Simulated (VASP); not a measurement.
# Cu (Cmcm) in VASP: a series of runs

Runs on Cu. Level: PBE. Tasks: single point.

Everything below comes from runs of VASP 6.6.1. Logs are shortened: lines on timing, memory, paths and dates and some standing lists are left out, and cuts for length are marked.

### Step 1. The cell of the first run

Symmetry: Cmcm, No. 63, orthorhombic system. The conventional cell has a = 2.437 Å, b = 7.953 Å, c = 2.475 Å, α = 90.00°, β = 90.00°, γ = 90.00°. Cu (site symmetry m2m) has 10 Cu at 2.44 to 2.54 Å within 3.2 Å.

### Step 2. Single point, PBE

INCAR

```
SYSTEM = Cu
  PREC = Accurate
  ENCUT = 520
  EDIFF = 1E-6
  ISMEAR = 0
  SIGMA = 0.05
  LREAL = .False.
  LASPH = .True.
  NELM = 100
  ALGO = Fast
  ISIF = 2
  LWAVE = .False.
  LCHARG = .False.
  GGA = PE
  NBANDS = 18
```

KPOINTS

```
Automatic mesh
0
Gamma
  9 9 9
  0 0 0
```

POSCAR

```
Cu
1.0
    1.2184636900     -3.9763780104      0.0000000000
    1.2184636900      3.9763780104      0.0000000000
    0.0000000000      0.0000000000      2.4754955235
Cu
2
Direct
    0.8661333500      0.1338666500      0.7500000000
    0.1338666500      0.8661333500      0.2500000000
```

Potentials or basis: VASP PAW PBE potentials, release 64 (Cu).

On the command line:

```bash
> cat potpaw_PBE.64/Cu/POTCAR > POTCAR
> mpirun -np 1 vasp_std > vasp.out
```

OUTCAR:

```text
SYSTEM = Cu
   PREC = Accurate
   ENCUT = 520
   EDIFF = 1E-6
   ISMEAR = 0
   LREAL = .False.
   LASPH = .True.
   NELM = 100
   ISIF = 2
   GGA = PE

 ion  position               nearest neighbor table
   1  0.866  0.134  0.750-   2 2.46   2 2.46   2 2.54   2 2.54   2 2.54   2 2.54
   2  0.134  0.866  0.250-   1 2.46   1 2.46   1 2.54   1 2.54   1 2.54   1 2.54

  LATTYP: Found a base centered orthorhombic cell.
 ALAT       =     2.4369273800
 B/A-ratio  =     3.2634357864
 C/A-ratio  =     1.0158265461

  Lattice vectors:

 A1 = (   1.2184636900,  -3.9763780104,   0.0000000000)
 A2 = (   1.2184636900,   3.9763780104,   0.0000000000)
 A3 = (   0.0000000000,   0.0000000000,   2.4754955235)

Analysis of symmetry for initial positions (statically):
=====================================================================
 Subroutine PRICEL returns:
 Original cell was already a primitive cell.

 Routine SETGRP: Setting up the symmetry group for a
 base centered orthorhombic supercell.

 Subroutine GETGRP returns: Found  8 space group operations
 (whereof  4 operations were pure point group operations)
 out of a pool of  8 trial point group operations.

The static configuration has the point symmetry C_2h.
 The point group associated with its full space group is D_2h.

Analysis of symmetry for dynamics (positions and initial velocities):
=====================================================================
 Subroutine PRICEL returns:
 Original cell was already a primitive cell.

 Routine SETGRP: Setting up the symmetry group for a
 base centered orthorhombic supercell.

 Subroutine GETGRP returns: Found  8 space group operations
 (whereof  4 operations were pure point group operations)
 out of a pool of  8 trial point group operations.

The dynamic configuration has the point symmetry C_2h.
 The point group associated with its full space group is D_2h.

 Subroutine INISYM returns: Found  8 space group operations
 (whereof  4 operations are pure point group operations),
 and found     1 'primitive' translations

----------------------------------------------------------------------------------------

                                     Primitive cell

  volume of cell :      23.9879

  direct lattice vectors                    reciprocal lattice vectors
     1.218463690 -3.976378010  0.000000000     0.410352811 -0.125742572  0.000000000
     1.218463690  3.976378010  0.000000000     0.410352811  0.125742572  0.000000000
     0.000000000  0.000000000  2.475495523     0.000000000  0.000000000  0.403959527

  length of vectors
     4.158874348  4.158874348  2.475495523     0.429186001  0.429186001  0.403959527

  position of ions in fractional coordinates (direct lattice)
     0.866133350  0.133866650  0.750000000
     0.133866650  0.866133350  0.250000000

  ion indices of the primitive-cell ions
   primitive index   ion index
                 1           1
                 2           2

----------------------------------------------------------------------------------------

 KPOINTS: Automatic mesh

Automatic generation of k-mesh.
 Grid dimensions read from file:
 generate k-points for:    9    9    9

 Generating k-lattice:

  Cartesian coordinates                     Fractional coordinates (reciprocal lattice)
     0.045594757 -0.013971397  0.000000000     0.111111111 -0.000000000  0.000000000
     0.045594757  0.013971397  0.000000000    -0.000000000  0.111111111  0.000000000
     0.000000000  0.000000000  0.044884392     0.000000000  0.000000000  0.111111111

  Length of vectors
     0.047687333  0.047687333  0.044884392

  Shift w.r.t. Gamma in fractional coordinates (k-lattice)
     0.000000000  0.000000000  0.000000000

 Subroutine IBZKPT returns following result:
 ===========================================

 Found    125 irreducible k-points:

 Following reciprocal coordinates:
            Coordinates               Weight
  0.000000  0.000000  0.000000      1.000000
  0.111111  0.000000  0.000000      4.000000
  0.222222  0.000000  0.000000      4.000000
  0.333333  0.000000  0.000000      4.000000
  0.444444  0.000000  0.000000      4.000000
  0.111111  0.111111  0.000000      2.000000
[... 16 lines left out ...]
 -0.333333  0.333333  0.000000      2.000000
  0.444444  0.444444  0.000000      2.000000
 [... further k-points ...]
   k-points           NKPTS =    125   k-points in BZ     NKDIM =    125   number of bands    NBANDS=     18
   number of dos      NEDOS =    301   number of ions     NIONS =      2
   total plane-waves  NPLWV =  18432
   dimension x,y,z NGX =    32 NGY =   32 NGZ =   18
   dimension x,y,z NGXF=    64 NGYF=   64 NGZF=   36
   ions per type =               2
   NGX,Y,Z   is equivalent  to a cutoff of  12.79, 12.79, 12.09 a.u.
   NGXF,Y,Z  is equivalent  to a cutoff of  25.58, 25.58, 24.18 a.u.
 SYSTEM =  Cu
   PREC   = accura    normal or accurate (medium, high low for compatibility)
   ISTART =      0    job   : 0-new  1-cont  2-samecut
   ICHARG =      2    charge: 1-file 2-atom 10-const
   ISPIN  =      1    spin polarized calculation?
   LNONCOLLINEAR =      F non collinear calculations
   LSORBIT =      F    spin-orbit coupling
   LASPH  =      T    aspherical Exc in radial PAW
   ENCUT  =  520.0 eV  38.22 Ry    6.18 a.u.   7.73  7.73  4.60*2*pi/ulx,y,z
   NELM   =    100;   NELMIN=  2; NELMDL= -5     # of ELM steps
   EDIFF  = 0.1E-05   stopping-criterion for ELM
   LREAL  =      F    real-space projection
   EDIFFG = 0.1E-04   stopping-criterion for IOM
   NSW    =      0    number of steps for IOM
   IBRION =     -1    ionic relax: 0-MD 1-quasi-New 2-CG
   NFREE  =      0    steps in history (QN), initial steepest desc. (CG)
   ISIF   =      2    stress and relaxation
   ISYM   =      2    0-nonsym 1-usesym 2-fastsym
   POTIM  = 0.5000    time-step for ionic-motion
   TEBEG  =    0.0;   TEEND  =   0.0 temperature during run
   PSTRESS=    0.0 pullay stress
   NELECT =      22.0000    total number of electrons
   NUPDOWN=      -1.0000    fix difference up-down
   EMIN   =  10.00;   EMAX   =-10.00  energy-range for DOS
   EFERMI =   0.00;   METHOD = LEGACY
   ISMEAR =     0;   SIGMA  =   0.05  broadening in eV -4-tet -1-fermi 0-gaus
   EFERMI_NEDOS =   21; number of points for ismear=-14 and -15
   IALGO  =     68    algorithm
   IMIX   =      4    mixing-type and parameters
     AMIX     =   0.40;   BMIX     =  1.00
     AMIX_MAG =   1.60;   BMIX_MAG =  1.00
  volume/ion in A,a.u.               =      11.99        80.94
  Fermi-wavevector in a.u.,A,eV,Ry     =   1.590566  3.005733 34.421366  2.529899
  Thomas-Fermi vector in A             =   2.689241
   LORBIT       =      0    0 simple, 1 ext, 2 COOP (PROOUT), +10 PAW based schemes
   GGA     = PE    functional components
   LHFCALC =     F    Hartree Fock is set to
   AEXX    =    0.0000 exact exchange contribution
   IVDW    =     0    specifies the selected vdW correction
   LEPSILON=     F    determine dielectric tensor
   LRPA    =     F    only Hartree local field effects (RPA)
 non-spin polarized calculation
 RMM-DIIS sequential band-by-band and
 Gauss-broadening in eV      SIGMA  =   0.05
  energy-cutoff  :      520.00
  volume of cell :       23.99
 maximum number of plane-waves:       668
   NGX = 15   NGY = 15   NGZ =  9

 number of electron      21.9999988 magnetization

 Free energy of the ion-electron system (eV)
  ---------------------------------------------------
  ext. energy  EPLUGINS =         0.00000000
  ---------------------------------------------------
  free energy    TOTEN  =        -7.15404943 eV

  energy without entropy =       -7.15339384  energy(sigma->0) =       -7.15372163

 E-fermi :   7.3829     XC(G=0): -12.5996

 val. band max:        7.3450772322   @ k =   0.0000   0.0000   0.0000
 cond. band min:       7.3873422261   @ k =   0.3333   0.3333   0.2222
 fundamental gap:      0.0422649939
 Fermi energy:         7.3829404915

 k-point     1 :       0.0000    0.0000    0.0000
  band No.  band energies     occupation
      1      -1.8437      2.00000
      2       2.4366      2.00000
      3       3.2027      2.00000
      4       3.6806      2.00000
      5       4.3755      2.00000
      6       4.6373      2.00000
[... 10 lines left out ...]
     17      26.9911      0.00000
     18      28.9685      0.00000

 k-point     2 :       0.1111    0.0000    0.0000
  band No.  band energies     occupation
      1      -1.4890      2.00000
      2       2.5657      2.00000
      3       3.3333      2.00000
      4       3.8014      2.00000
      5       4.4150      2.00000
      6       4.6156      2.00000
[... 10 lines left out ...]
     17      27.6899      0.00000
     18      30.9122      0.00000

 k-point     3 :       0.2222    0.0000    0.0000
  band No.  band energies     occupation
      1      -0.4731      2.00000
      2       2.8437      2.00000
      3       3.6363      2.00000
      4       3.8978      2.00000
      5       4.3079      2.00000
      6       4.5096      2.00000
[... 10 lines left out ...]
     17      28.1125      0.00000
     18      31.3918      0.00000

 k-point     4 :       0.3333    0.0000    0.0000
  band No.  band energies     occupation
      1       0.9857      2.00000
      2       2.9790      2.00000
      3       3.5670      2.00000
      4       3.9167      2.00000
      5       4.4199      2.00000
      6       4.5910      2.00000
[... 10 lines left out ...]
     17      28.1222      0.00000
     18      28.8940      0.00000

 k-point     5 :       0.4444    0.0000    0.0000
  band No.  band energies     occupation
      1       2.1742      2.00000
      2       2.8223      2.00000
      3       3.6311      2.00000
      4       4.2543      2.00000
      5       4.4420      2.00000
      6       4.6175      2.00000
[... 10 lines left out ...]
     17      28.7815      0.00000
     18      29.5677      0.00000

 k-point     6 :       0.1111    0.1111    0.0000
  band No.  band energies     occupation
      1      -0.5869      2.00000
      2       2.8616      2.00000
      3       3.7040      2.00000
      4       3.8700      2.00000
      5       4.3461      2.00000
      6       4.4767      2.00000
[... 10 lines left out ...]
     17      28.0589      0.00000
     18      31.9466      0.00000

 k-point     7 :       0.2222    0.1111    0.0000
  band No.  band energies     occupation
      1       0.8067      2.00000
      2       3.1035      2.00000
      3       3.4713      2.00000
      4       3.8701      2.00000
      5       4.4691      2.00000
      6       4.5405      2.00000
[... 10 lines left out ...]
     17      28.6238      0.00000
     18      30.7271      0.00000

 k-point     8 :       0.3333    0.1111    0.0000
  band No.  band energies     occupation
      1       2.0717      2.00000
      2       2.9833      2.00000
      3       3.5106      2.00000
      4       3.9836      2.00000
      5       4.3994      2.00000
      6       4.5587      2.00000
[... 10 lines left out ...]
     17      28.4264      0.00000
     18      29.4300      0.00000
[... 229 lines left out ...]
     17      28.5662      0.00000
     18      29.3006      0.00000

 k-point    20 :       0.3333    0.3333    0.0000
  band No.  band energies     occupation
      1       2.1225      2.00000
      2       2.2534      2.00000
      3       3.8405      2.00000
      4       3.9715      2.00000
      5       4.0716      2.00000
      6       4.6995      2.00000
[... 10 lines left out ...]
     17      25.1032      0.00000
     18      28.8991      0.00000

 k-point    21 :       0.4444    0.3333    0.0000
  band No.  band energies     occupation
      1       1.0219      2.00000
      2       1.9241      2.00000
      3       3.3832      2.00000
      4       3.8991      2.00000
      5       4.0475      2.00000
      6       4.8294      2.00000
[... 10 lines left out ...]
     17      26.2567      0.00000
     18      26.3118      0.00000

 k-point    22 :      -0.4444    0.3333    0.0000
  band No.  band energies     occupation
      1      -0.1201      2.00000
      2       1.6818      2.00000
      3       3.1375      2.00000
      4       3.8103      2.00000
      5       4.0224      2.00000
      6       4.6366      2.00000
[... 10 lines left out ...]
     17      27.2251      0.00000
     18      27.3880      0.00000

 k-point    23 :      -0.3333    0.3333    0.0000
  band No.  band energies     occupation
      1      -0.7756      2.00000
      2       1.8001      2.00000
      3       3.0747      2.00000
      4       3.7198      2.00000
      5       4.1881      2.00000
      6       4.7236      2.00000
[... 10 lines left out ...]
     17      27.1854      0.00000
     18      27.7787      0.00000

 k-point    24 :       0.4444    0.4444    0.0000
  band No.  band energies     occupation
      1       0.4512      2.00000
      2       1.0983      2.00000
      3       3.1149      2.00000
      4       3.8294      2.00000
      5       3.9254      2.00000
      6       4.7072      2.00000
[... 10 lines left out ...]
     17      26.3053      0.00000
     18      28.3072      0.00000

 [... further k-points ...]

------------------------ aborting loop because EDIFF is reached ----------------------------------------

  FORCE on cell =-STRESS in cart. coord.  units (eV):
  Direction    XX          YY          ZZ          XY          YZ          ZX
  --------------------------------------------------------------------------------------
  -------------------------------------------------------------------------------------
  Total        1.1737877      0.9620932      1.2154371      0.0000000      0.0000000      0.0000000
  in kB       78.3984991     64.2592029     81.1803024      0.0000000      0.0000000      0.0000000
  external PRESSURE =      74.6126681 kB  Pullay stress =       0.0000000 kB

 VOLUME and BASIS-vectors are now :
 -----------------------------------------------------------------------------
  energy-cutoff  :      520.00
  volume of cell :       23.99
      direct lattice vectors                 reciprocal lattice vectors
     1.218463690 -3.976378010  0.000000000     0.410352811 -0.125742572  0.000000000
     1.218463690  3.976378010  0.000000000     0.410352811  0.125742572  0.000000000
     0.000000000  0.000000000  2.475495523     0.000000000  0.000000000  0.403959527

 POSITION                                       TOTAL-FORCE (eV/Angst)
 -----------------------------------------------------------------------------------
      1.21846     -2.91177      1.85662         0.000000     -0.053157      0.000000
      1.21846      2.91177      0.61887         0.000000      0.053157     -0.000000
 -----------------------------------------------------------------------------------
    total drift:                                0.000000      0.000000      0.000000

  FREE ENERGIE OF THE ION-ELECTRON SYSTEM (eV)
  ---------------------------------------------------
  free  energy   TOTEN  =        -7.1540494259 eV

  energy  without entropy=       -7.1533938368  energy(sigma->0) =       -7.15372163
```

It took 94 s on 1 thread of Intel Xeon 8259CL, shared host; peak memory 0.18 GiB.

What came out:

```
Free energy            : -7.1540 eV
Pressure               : 7.5 GPa
Largest force          : 0.053 eV/Å
Band gap on the k mesh : zero (bands 11 and 12 overlap by 5.16 eV)
```

Forces in eV/Å, atoms in the order of the input:
```
Cu   0.000 -0.053  0.000
Cu   0.000  0.053  0.000
```

Caveat: the cell stands under pressure.

[end of part 1 of 2]
